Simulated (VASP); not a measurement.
# ZrO2 (P4_2/nmc) in VASP: notebook

Runs on ZrO2. Level: PBEsol. Tasks: elastic constants.

All numbers are computed with VASP 6.6.1; they aren't measurements. Logs are shortened: lines on timing, memory, paths and dates and some standing lists are left out, and cuts for length are marked.

### Step 1. The cell of the first run

The structure is tetragonal, space group P4_2/nmc (No. 137). The conventional cell has a = 3.520 Å, b = 3.520 Å, c = 5.019 Å, α = 90.00°, β = 90.00°, γ = 90.00°. Within 2.7 Å of Zr (site symmetry -4m2) lie 8 O at 2.07 to 2.26 Å. O (site symmetry 2mm) has 4 Zr at 2.07 to 2.26 Å and 6 O at 2.51 Å within 2.7 Å.

### Step 2. Elastic constants, PBEsol

INCAR

```
  PREC = Accurate
  ENCUT = 600
  EDIFF = 1E-8
  ISMEAR = 0
  SIGMA = 0.01
  LREAL = False
  LASPH = True
  NELM = 120
  ALGO = Normal
  ISIF = 3
  LWAVE = False
  LCHARG = False
  GGA = PS
  IBRION = 6
  NFREE = 2
  POTIM = 0.015
  NSW = 1
  GGA_COMPAT = False
  KPAR = 4
```

KPOINTS

```
regular mesh
0
Gamma
  6 6 6
```

POSCAR

```
ZrO2
1.0
    3.5196611189      0.0000000000      0.0000000000
    0.0000000000      3.5196611189      0.0000000000
    0.0000000000      0.0000000000      5.0194302003
Zr O
2 4
Direct
    0.0000000000      0.0000000000      0.0000000000
    0.5000000000      0.5000000000      0.5000000000
    0.0000000000      0.5000000000      0.2179523472
    0.0000000000      0.5000000000      0.7179523472
    0.5000000000      0.0000000000      0.2820476528
    0.5000000000      0.0000000000      0.7820476528
```

Potentials or basis: VASP PAW PBE potentials, release 64 (Zr_sv, O).

Started as:

```console
> cat potpaw_PBE.64/Zr_sv/POTCAR potpaw_PBE.64/O/POTCAR > POTCAR
> mpirun -np 4 vasp_std > vasp.out
```

OUTCAR:

```text
PREC = Accurate
   ENCUT = 600
   EDIFF = 1E-8
   ISMEAR = 0
   LREAL = False
   LASPH = True
   NELM = 120
   ISIF = 3
   GGA = PS
   IBRION = 6
   NFREE = 2
   POTIM = 0.015
   NSW = 1

 ion  position               nearest neighbor table
   1  0.000  0.000  0.000-   3 2.07   6 2.07   3 2.07   6 2.07   5 2.26   4 2.26   5 2.26   4 2.26
                             2 3.53   2 3.53   2 3.53   2 3.53   2 3.53   2 3.53   2 3.53   2 3.53
   2  0.500  0.500  0.500-   4 2.07   5 2.07   5 2.07   4 2.07   3 2.26   6 2.26   3 2.26   6 2.26
                             1 3.53   1 3.53   1 3.53   1 3.53   1 3.53   1 3.53   1 3.53   1 3.53
   3  0.000  0.500  0.218-   1 2.07   1 2.07   2 2.26   2 2.26
   4  0.000  0.500  0.718-   2 2.07   2 2.07   1 2.26   1 2.26
   5  0.500  0.000  0.282-   2 2.07   2 2.07   1 2.26   1 2.26
   6  0.500  0.000  0.782-   1 2.07   1 2.07   2 2.26   2 2.26

  LATTYP: Found a simple tetragonal cell.
 ALAT       =     3.5196611189
 C/A-ratio  =     1.4261117848

  Lattice vectors:

 A1 = (   3.5196611189,   0.0000000000,   0.0000000000)
 A2 = (   0.0000000000,   3.5196611189,   0.0000000000)
 A3 = (   0.0000000000,   0.0000000000,   5.0194302003)

Analysis of symmetry for initial positions (statically):
=====================================================================
 Subroutine PRICEL returns:
 Original cell was already a primitive cell.

 Routine SETGRP: Setting up the symmetry group for a
 simple tetragonal supercell.

 Subroutine GETGRP returns: Found 16 space group operations
 (whereof  8 operations were pure point group operations)
 out of a pool of 16 trial point group operations.

The static configuration has the point symmetry D_2d.
 The point group associated with its full space group is D_4h.

Analysis of symmetry for dynamics (positions and initial velocities):
=====================================================================
 Subroutine PRICEL returns:
 Original cell was already a primitive cell.

 Routine SETGRP: Setting up the symmetry group for a
 simple tetragonal supercell.

 Subroutine GETGRP returns: Found 16 space group operations
 (whereof  8 operations were pure point group operations)
 out of a pool of 16 trial point group operations.

The dynamic configuration has the point symmetry D_2d.
 The point group associated with its full space group is D_4h.

 Subroutine INISYM returns: Found 16 space group operations
 (whereof  8 operations are pure point group operations),
 and found     1 'primitive' translations

----------------------------------------------------------------------------------------

                                     Primitive cell

  volume of cell :      62.1808

  direct lattice vectors                    reciprocal lattice vectors
     3.519661119  0.000000000  0.000000000     0.284118262  0.000000000  0.000000000
     0.000000000  3.519661119  0.000000000     0.000000000  0.284118262  0.000000000
     0.000000000  0.000000000  5.019430200     0.000000000  0.000000000  0.199225801

  length of vectors
     3.519661119  3.519661119  5.019430200     0.284118262  0.284118262  0.199225801

  position of ions in fractional coordinates (direct lattice)
     0.000000000  0.000000000  0.000000000
     0.500000000  0.500000000  0.500000000
     0.000000000  0.500000000  0.217952347
     0.000000000  0.500000000  0.717952347
     0.500000000  0.000000000  0.282047653
     0.500000000  0.000000000  0.782047653

  ion indices of the primitive-cell ions
   primitive index   ion index
                 1           1
                 2           2
[... 132 lines left out ...]
  -------------------------------------------------------------------------------------
  Total        5.9810866      5.9810866      5.9519349      0.0000000      0.0000000      0.0000000
  in kB      154.1113238    154.1113238    153.3601896      0.0000000      0.0000000      0.0000000
  external PRESSURE =     153.8609458 kB  Pullay stress =       0.0000000 kB
[... 101 lines left out ...]
  FREE ENERGIE OF THE ION-ELECTRON SYSTEM (eV)
  ---------------------------------------------------
  free  energy   TOTEN  =       -59.6654984723 eV

  energy  without entropy=      -59.6654984723  energy(sigma->0) =      -59.66549847

[... ionic steps 4 to 20 ...]

--------------------------------------- Ionic step       21  -------------------------------------------

 number of electron      47.9999999 magnetization

------------------------ aborting loop because EDIFF is reached ----------------------------------------
[... 75 lines left out ...]
--------------------------------------- Ionic step       23  -------------------------------------------

 number of electron      48.0000002 magnetization

 Free energy of the ion-electron system (eV)
  ---------------------------------------------------
  ext. energy  EPLUGINS =         0.00000000
  ---------------------------------------------------
  free energy    TOTEN  =       -59.77758349 eV

  energy without entropy =      -59.77758349  energy(sigma->0) =      -59.77758349

 E-fermi :   7.4297     XC(G=0): -12.3706

 val. band max:        7.3171050467   @ k =   0.5000   0.5000   0.5000
 cond. band min:      11.2558577709   @ k =   0.0000   0.0000   0.0000
 fundamental gap:      3.9387527242
 Fermi energy:         7.4296607989

 k-point     1 :       0.0000    0.0000    0.0000
  band No.  band energies     occupation
      1     -39.8479      2.00000
      2     -39.7548      2.00000
      3     -18.7232      2.00000
      4     -17.9698      2.00000
      5     -17.9671      2.00000
      6     -17.7537      2.00000
[... 733 lines left out ...]
     27      12.2461      0.00000
     28      12.2685      0.00000

 [... further k-points ...]

------------------------ aborting loop because EDIFF is reached ----------------------------------------

  FORCE on cell =-STRESS in cart. coord.  units (eV):
  Direction    XX          YY          ZZ          XY          YZ          ZX
  --------------------------------------------------------------------------------------
  -------------------------------------------------------------------------------------
  Total        5.8648779      6.1795714      6.0469484      0.0000000      0.0000000      0.0000000
  in kB      151.1170389    159.2255717    155.8083477      0.0000000      0.0000000      0.0000000
  external PRESSURE =     155.3836528 kB  Pullay stress =       0.0000000 kB
[... 21 lines left out ...]
  FREE ENERGIE OF THE ION-ELECTRON SYSTEM (eV)
  ---------------------------------------------------
  free  energy   TOTEN  =       -59.7775834894 eV

  energy  without entropy=      -59.7775834894  energy(sigma->0) =      -59.77758349

 INTERNAL STRAIN TENSORS FROM STRAINED CELLS
 ============================================

 INTERNAL STRAIN TENSOR FOR ION    1 for displacements in x,y,z  (eV/Angst):
          X           Y           Z          XY          YZ          ZX
  --------------------------------------------------------------------------------
  x     0.00000     0.00000    -0.00000     0.00000     0.00000    -8.98166
  y     0.00000     0.00000     0.00000     0.00000     8.97638     0.00000
  z   -13.03784    13.03701    -0.00000    -0.00050     0.00065    -0.00096

 INTERNAL STRAIN TENSORS FROM DISPLACED ATOMS
 ============================================

 INTERNAL STRAIN TENSOR FOR ION    1 for displacements in x,y,z  (eV/Angst):
          X           Y           Z          XY          YZ          ZX
  --------------------------------------------------------------------------------
  x     0.00000     0.00000     0.00000     0.00000     0.00000    -8.97430
  y     0.00000     0.00000     0.00000     0.00000     8.97430     0.00000
  z   -13.00682    13.00682     0.00000     0.00000     0.00000     0.00000

 INTERNAL STRAIN TENSOR FOR ION    6 for displacements in x,y,z  (eV/Angst):
          X           Y           Z          XY          YZ          ZX
  --------------------------------------------------------------------------------
  x     0.00000     0.00000     0.00000     0.00000     0.00000    11.97672
  y     0.00000     0.00000     0.00000     0.00000    -7.56744     0.00000
  z    12.93124    -7.95796     5.99097     0.00000     0.00000     0.00000

 Eigenvectors and eigenvalues of the dynamical matrix
 ----------------------------------------------------

   1 f  =   21.159188 THz   132.947100 2PiTHz  705.794547 cm-1    87.507332 meV
             X         Y         Z           dx          dy          dz
      0.000000  0.000000  0.000000     0.000000    0.000000   -0.000000
      1.759831  1.759831  2.509715    -0.000000   -0.000000    0.000000
      0.000000  1.759831  1.093997    -0.000000   -0.000000   -0.500000
      0.000000  1.759831  3.603712     0.000000    0.000000    0.500000
      1.759831  0.000000  1.415719     0.000000    0.000000   -0.500000
      1.759831  0.000000  3.925434    -0.000000   -0.000000    0.500000
[... 145 lines left out ...]
  18 f/i=    0.001328 THz     0.008346 2PiTHz    0.044305 cm-1     0.005493 meV
             X         Y         Z           dx          dy          dz
      0.000000  0.000000  0.000000    -0.390689    0.466375   -0.000000
      1.759831  1.759831  2.509715    -0.390689    0.466375   -0.000000
      0.000000  1.759831  1.093997    -0.163597    0.195369   -0.000000
      0.000000  1.759831  3.603712    -0.163663    0.195290   -0.000000
      1.759831  0.000000  1.415719    -0.163597    0.195369   -0.000000
      1.759831  0.000000  3.925434    -0.163663    0.195290   -0.000000

--------------------------------------------------------------------------------------------------------

 ELASTIC MODULI CONTR FROM IONIC RELAXATION (kBar)
 Direction    XX          YY          ZZ          XY          YZ          ZX
 --------------------------------------------------------------------------------
 XX        -783.9203    375.8948   -491.5207      0.0000     -0.0000      0.0000
 YY         375.8948   -783.9203   -491.5207      0.0000      0.0000     -0.0000
 ZZ        -491.5207   -491.5207  -1184.2034      0.0000      0.0000     -0.0000
 XY           0.0000      0.0000      0.0000      0.0000      0.0000      0.0000
 YZ          -0.0000      0.0000      0.0000      0.0000   -620.5360     -0.0000
 ZX           0.0000     -0.0000     -0.0000      0.0000     -0.0000   -620.5359
 --------------------------------------------------------------------------------

 TOTAL ELASTIC MODULI (kBar)
 Direction    XX          YY          ZZ          XY          YZ          ZX
 --------------------------------------------------------------------------------
 XX        4447.2918   2711.5122   1044.4864      0.0000     -0.0000      0.0000
 YY        2711.5122   4447.2918   1044.4864      0.0000      0.0000     -0.0000
 ZZ        1044.4864   1044.4864   4420.9988      0.0000      0.0000     -0.0000
 XY           0.0000      0.0000      0.0000   2057.4267      0.0000      0.0000
 YZ          -0.0000      0.0000      0.0000      0.0000    664.9912     -0.0000
 ZX           0.0000     -0.0000     -0.0000      0.0000     -0.0000    664.9913
 --------------------------------------------------------------------------------
```

Wall time 9.7 min (4 MPI ranks of Intel Xeon Platinum 8488C (Sapphire Rapids), shared host); peak memory 0.38 GiB.

Results:

| Property | Result |
| --- | --- |
| Voigt bulk modulus | 255 GPa |
| Highest phonon frequency at Γ, LO-TO splitting left out | 706 cm⁻¹ |

Phonon frequencies in cm⁻¹ (negative: imaginary):
| q point | frequencies |
| --- | --- |
| (0.000, 0.000, 0.000) | 0 0 0 160 160 212 212 230 351 355 453 453 517 517 626 675 675 706 |

Elastic tensor in Voigt notation (GPa, in the Cartesian axes of the cell as first typed):
```
445 271 104   0   0   0
271 445 104   0   0   0
104 104 442   0   0   0
  0   0   0  66   0   0
  0   0   0   0  66   0
  0   0   0   0   0 206
```

Clamped-ion elastic tensor (GPa):
```
523 234 154   0   0   0
234 523 154   0   0   0
154 154 561   0   0   0
  0   0   0 129   0   0
  0   0   0   0 129   0
  0   0   0   0   0 206
```

Caveat: the cell is under stress, which shifts elastic constants; the PAW data sets were made with another functional, which shifts forces and pressure a little.

(Part 1 of 2 ends here.)
